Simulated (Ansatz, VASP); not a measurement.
# One calculation of SiC, two programs

```
CELL_PARAMETERS angstrom
3.05636 0.00000 0.00000
-1.52818 2.64689 0.00000
0.00000 0.00000 5.01590
ATOMIC_POSITIONS crystal
Si 0.33333 0.66667 0.00460
Si 0.66667 0.33333 0.50460
C 0.33333 0.66667 0.38040
C 0.66667 0.33333 0.88040
```

Alike in both runs: functional LDA; k mesh 16 × 16 × 8; occupations fermi-dirac, width 0.05 eV; no spin polarisation.

Ansatz relaxed the structure, and its values are those at the end. VASP's run is a single point on that final structure, the one shown.

|  | VASP | Ansatz |
| --- | --- | --- |
| version | VASP 6.6.1 | Ansatz 0.2.0 |
| potentials or method | VASP PAW LDA potentials, release 64 (Si, C) | PAW with Ansatz's default frozen-core files, scalar-relativistic |
| plane-wave cutoff (eV) | 520 | 420 |
| valence electrons in the cell | 16 | 16 |

Ansatz gave:

- pressure (GPa): 0.0

**Question.** Which values does VASP return?

**Answer.** Pressure (GPa): 0.4.

LDA's correlation is that of Perdew and Zunger in VASP and of Perdew and Wang (1992) in Ansatz.
